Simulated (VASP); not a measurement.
# C (Cm) in VASP: a series of runs, part 2 of 2

VASP 6.6.1. Earlier steps stand in the parts before.

### Step 4. Single point, LDA

The COD entry that gives the cell may itself be a prediction, so a difference from it is no test against experiment.

Contents of INCAR:

```
PREC     = Accurate       # precision mode
ENCUT    = 520            # plane-wave cutoff, eV
EDIFF    = 1E-6           # SCF threshold, eV
ISMEAR   = 0              # smearing method
SIGMA    = 0.05           # smearing width, eV
LREAL    = False          # projectors in reciprocal space
LASPH    = True           # aspherical terms in the spheres
NELM     = 100            # most SCF steps
ALGO     = Normal         # electronic algorithm
ISIF     = 2              # what is computed and relaxed
LWAVE    = False          # write WAVECAR
LCHARG   = False          # write CHGCAR
GGA      = CA             # functional
NBANDS   = 31             # bands
```

Contents of KPOINTS:

```
Automatic mesh
0
Gamma
  10 10 3
```

Contents of POSCAR:

```
C
1.0
   -2.4912907516      0.0000000000      0.0000000000
   -1.2456453758     -2.1575210791      0.0000000000
   -0.3115359085     -0.1798653406     10.2538776052
C
10
Direct
   -0.3394421100     -0.3394421100      0.8741556576
    0.6729721300      0.6729721300      0.7252443424
    0.0562802280      0.0562802280      0.1257869493
    0.6939497920      0.6939497920      0.4736130507
    0.0438577576      0.0438577576      0.2747969895
    0.7063722624      0.7063722624      0.3246030105
   -0.0102886207     -0.0102886207      0.9242937306
    0.3438186407      0.3438186407      0.6751062694
    0.3937920106      0.3937920106      0.0756656066
    0.3564380094      0.3564380094      0.5237343934
```

Potentials or basis: VASP PAW LDA potentials, release 64 (C).

The run is started by

```
cat potpaw_LDA.64/C/POTCAR > POTCAR
mpirun -np 1 vasp_std > vasp.out
```

OUTCAR:

```text
PREC = Accurate
   ENCUT = 520
   EDIFF = 1E-6
   ISMEAR = 0
   LREAL = False
   LASPH = True
   NELM = 100
   ISIF = 2
   GGA = CA

 ion  position               nearest neighbor table
   1  0.661  0.661  0.874-   2 1.53   7 1.53   7 1.53   7 1.53
   2  0.673  0.673  0.725-   1 1.53   8 1.53   8 1.53   8 1.53
   3  0.056  0.056  0.126-   9 1.53   9 1.53   9 1.53   5 1.53
   4  0.694  0.694  0.474-  10 1.53  10 1.53  10 1.53   6 1.53
   5  0.044  0.044  0.275-   6 1.53   6 1.53   6 1.53   3 1.53
   6  0.706  0.706  0.325-   5 1.53   5 1.53   5 1.53   4 1.53
   7  0.990  0.990  0.924-   1 1.53   1 1.53   1 1.53   9 2.02   9 2.02
   8  0.344  0.344  0.675-   2 1.53   2 1.53   2 1.53  10 1.55
   9  0.394  0.394  0.076-   3 1.53   3 1.53   3 1.53   7 2.02   7 2.02
  10  0.356  0.356  0.524-   4 1.53   4 1.53   4 1.53   8 1.55

  LATTYP: Found a base centered monoclinic cell.
 ALAT       =     4.3150421582
 B/A-ratio  =     0.5773502692
 C/A-ratio  =     2.3777718496
 COS(beta)  =    -0.0350608351

  Lattice vectors:

 A1 = (   2.4912907516,   0.0000000000,   0.0000000000)
 A2 = (   1.2456453758,   2.1575210791,   0.0000000000)
 A3 = (  -0.3115359085,  -0.1798653406,  10.2538776052)

Analysis of symmetry for initial positions (statically):
=====================================================================
 Subroutine PRICEL returns:
 Original cell was already a primitive cell.

 Routine SETGRP: Setting up the symmetry group for a
 base centered monoclinic supercell.

 Subroutine GETGRP returns: Found  2 space group operations
 (whereof  2 operations were pure point group operations)
 out of a pool of  4 trial point group operations.

The static configuration has the point symmetry C_1h.

Analysis of symmetry for dynamics (positions and initial velocities):
=====================================================================
 Subroutine PRICEL returns:
 Original cell was already a primitive cell.

 Routine SETGRP: Setting up the symmetry group for a
 base centered monoclinic supercell.

 Subroutine GETGRP returns: Found  2 space group operations
 (whereof  2 operations were pure point group operations)
 out of a pool of  4 trial point group operations.

The dynamic configuration has the point symmetry C_1h.

 Subroutine INISYM returns: Found  2 space group operations
 (whereof  2 operations are pure point group operations),
 and found     1 'primitive' translations

----------------------------------------------------------------------------------------

                                     Primitive cell

  volume of cell :      55.1147

  direct lattice vectors                    reciprocal lattice vectors
    -2.491290752  0.000000000  0.000000000    -0.401398351  0.231747446 -0.008130258
    -1.245645376 -2.157521079  0.000000000     0.000000000 -0.463494892 -0.008130258
    -0.311535909 -0.179865341 10.253877605     0.000000000  0.000000000  0.097524082

  length of vectors
     2.491290752  2.491290752 10.260185773     0.463566194  0.463566194  0.097524082

  position of ions in fractional coordinates (direct lattice)
     0.660557890  0.660557890  0.874155658
     0.672972130  0.672972130  0.725244342
     0.056280228  0.056280228  0.125786949
     0.693949792  0.693949792  0.473613051
     0.043857758  0.043857758  0.274796989
[... 73 lines left out ...]
   number of dos      NEDOS =    301   number of ions     NIONS =     10
   total plane-waves  NPLWV =  32000
   dimension x,y,z NGX =    20 NGY =   20 NGZ =   80
   dimension x,y,z NGXF=    40 NGYF=   40 NGZF=  160
   ions per type =              10
   NGX,Y,Z   is equivalent  to a cutoff of  13.35, 13.35, 12.96 a.u.
   NGXF,Y,Z  is equivalent  to a cutoff of  26.69, 26.69, 25.92 a.u.
 SYSTEM =  unknown system
   PREC   = accura    normal or accurate (medium, high low for compatibility)
   ISTART =      0    job   : 0-new  1-cont  2-samecut
   ICHARG =      2    charge: 1-file 2-atom 10-const
   ISPIN  =      1    spin polarized calculation?
   LNONCOLLINEAR =      F non collinear calculations
   LSORBIT =      F    spin-orbit coupling
   LASPH  =      T    aspherical Exc in radial PAW
   ENCUT  =  520.0 eV  38.22 Ry    6.18 a.u.   4.63  4.63 19.08*2*pi/ulx,y,z
   NELM   =    100;   NELMIN=  2; NELMDL= -5     # of ELM steps
   EDIFF  = 0.1E-05   stopping-criterion for ELM
   LREAL  =      F    real-space projection
   EDIFFG = 0.1E-04   stopping-criterion for IOM
   NSW    =      0    number of steps for IOM
   IBRION =     -1    ionic relax: 0-MD 1-quasi-New 2-CG
   NFREE  =      0    steps in history (QN), initial steepest desc. (CG)
   ISIF   =      2    stress and relaxation
   ISYM   =      2    0-nonsym 1-usesym 2-fastsym
   POTIM  = 0.5000    time-step for ionic-motion
   TEBEG  =    0.0;   TEEND  =   0.0 temperature during run
   PSTRESS=    0.0 pullay stress
   NELECT =      40.0000    total number of electrons
   NUPDOWN=      -1.0000    fix difference up-down
   EMIN   =  10.00;   EMAX   =-10.00  energy-range for DOS
   EFERMI =   0.00;   METHOD = LEGACY
   ISMEAR =     0;   SIGMA  =   0.05  broadening in eV -4-tet -1-fermi 0-gaus
   EFERMI_NEDOS =   21; number of points for ismear=-14 and -15
   IALGO  =     38    algorithm
   IMIX   =      4    mixing-type and parameters
     AMIX     =   0.40;   BMIX     =  1.00
     AMIX_MAG =   1.60;   BMIX_MAG =  1.00
  volume/ion in A,a.u.               =       5.51        37.19
  Fermi-wavevector in a.u.,A,eV,Ry     =   1.471202  2.780169 29.448929  2.164435
  Thomas-Fermi vector in A             =   2.586366
   LORBIT       =      0    0 simple, 1 ext, 2 COOP (PROOUT), +10 PAW based schemes
   GGA     = CA    functional components
   LHFCALC =     F    Hartree Fock is set to
   AEXX    =    0.0000 exact exchange contribution
   IVDW    =     0    specifies the selected vdW correction
   LEPSILON=     F    determine dielectric tensor
   LRPA    =     F    only Hartree local field effects (RPA)
 non-spin polarized calculation
 Gauss-broadening in eV      SIGMA  =   0.05
  energy-cutoff  :      520.00
  volume of cell :       55.11
 maximum number of plane-waves:      1502
   NGX =  9   NGY =  9   NGZ = 39

 number of electron      39.9999998 magnetization

 Free energy of the ion-electron system (eV)
  ---------------------------------------------------
  ext. energy  EPLUGINS =         0.00000000
  ---------------------------------------------------
  free energy    TOTEN  =       -96.79036838 eV

  energy without entropy =      -96.78877015  energy(sigma->0) =      -96.78956927

 E-fermi :  10.5200     XC(G=0): -13.6738

 val. band max:       10.5179973113   @ k =  -0.3000   0.3000  -0.0000
 cond. band min:      10.5429383211   @ k =   0.1000   0.1000   0.0000
 fundamental gap:      0.0249410097
 Fermi energy:        10.5200277713

 k-point     1 :       0.0000    0.0000    0.0000
  band No.  band energies     occupation
      1     -11.5504      2.00000
      2     -10.4907      2.00000
      3     -10.3630      2.00000
      4      -7.2924      2.00000
      5      -7.1405      2.00000
      6      -1.5166      2.00000
[... 805 lines left out ...]
     30      20.1164      0.00000
     31      21.3145      0.00000

 [... further k-points ...]

------------------------ aborting loop because EDIFF is reached ----------------------------------------

  FORCE on cell =-STRESS in cart. coord.  units (eV):
  Direction    XX          YY          ZZ          XY          YZ          ZX
  --------------------------------------------------------------------------------------
  -------------------------------------------------------------------------------------
  Total       -0.2703010     -2.3661385      8.6316845      1.8150485     -0.8483428     -1.4693728
  in kB       -7.8576118    -68.7833219    250.9218875     52.7632126    -24.6612087    -42.7144654
  external PRESSURE =      58.0936513 kB  Pullay stress =       0.0000000 kB

 VOLUME and BASIS-vectors are now :
 -----------------------------------------------------------------------------
  energy-cutoff  :      520.00
  volume of cell :       55.11
      direct lattice vectors                 reciprocal lattice vectors
    -2.491290752  0.000000000  0.000000000    -0.401398351  0.231747446 -0.008130258
    -1.245645376 -2.157521079  0.000000000     0.000000000 -0.463494892 -0.008130258
    -0.311535909 -0.179865341 10.253877605     0.000000000  0.000000000  0.097524082

 POSITION                                       TOTAL-FORCE (eV/Angst)
 -----------------------------------------------------------------------------------
     -2.74079     -1.58240      8.96349        -0.533577     -0.308061      0.284396
     -2.74079     -1.58240      7.43657        -0.182445     -0.105335     -0.523665
     -0.24950     -0.14405      1.28980        -0.418840     -0.241817      0.237410
     -2.74079     -1.58240      4.85637        -0.016809     -0.009705      0.118630
     -0.24950     -0.14405      2.81773        -0.286997     -0.165698      0.674490
     -2.74079     -1.58240      3.32844         0.025316      0.014616     -0.181263
     -3.98644     -2.30157      9.47759         1.602585      0.925253     -3.544283
     -1.49515     -0.86322      6.92246        -0.019012     -0.010977      0.105195
     -1.49515     -0.86322      0.77587        -0.174820     -0.100932      2.950868
     -1.49515     -0.86322      5.37031         0.004598      0.002654     -0.121778
 -----------------------------------------------------------------------------------
    total drift:                                0.000013      0.000007     -0.000104

  FREE ENERGIE OF THE ION-ELECTRON SYSTEM (eV)
  ---------------------------------------------------
  free  energy   TOTEN  =       -96.7903683763 eV

  energy  without entropy=      -96.7887701545  energy(sigma->0) =      -96.78956927
```

It took 58 s on 1 thread of Intel Xeon 6975P-C (Granite Rapids), shared host; peak memory 0.2 GiB.

What came out:

* Free energy: -96.7904 eV
* Pressure: 5.8 GPa
* Largest force: 3.998 eV/Å
* Band gap on the k mesh: zero (band 20 reaches 10.80 eV, above the bottom of band 21 at 10.49 eV)

Forces on the atoms (eV/Å):
```
C   -0.534 -0.308  0.284
C   -0.182 -0.105 -0.524
C   -0.419 -0.242  0.237
C   -0.017 -0.010  0.119
C   -0.287 -0.166  0.674
C    0.025  0.015 -0.181
C    1.603  0.925 -3.544
C   -0.019 -0.011  0.105
C   -0.175 -0.101  2.951
C    0.005  0.003 -0.122
```

Caveat: forces of over 1 eV/Å act on the atoms, so gaps and moduli don't describe the material at rest.

### Step 5. Summary

| cell | gap on the mesh (eV) | pressure (GPa) | largest force (eV/Å) |
| --- | --- | --- | --- |
| a = 2.491, b = 2.491, c = 10.279 Å, angles 86.5, 86.5, 60.0°, 10 atoms | none | 5.6 | 3.29 |
| a = 2.491, b = 2.491, c = 10.260 Å, angles 91.7, 91.7, 60.0°, 10 atoms | none | 5.0 | 5.50 |
| a = 2.491, b = 2.491, c = 10.260 Å, angles 88.3, 88.3, 60.0°, 10 atoms | none | 5.8 | 4.00 |

Alike in all rows: task single point; level LDA; potentials or basis VASP PAW LDA potentials, release 64 (C); no spin polarisation; k mesh 10 × 10 × 3; cutoff (eV) 520; smearing gaussian 0.05 eV.

Caveats: forces of over 1 eV/Å act on the atoms, so gaps and moduli don't describe the material at rest.

Absolute energies hang on the potentials; compare differences alone.
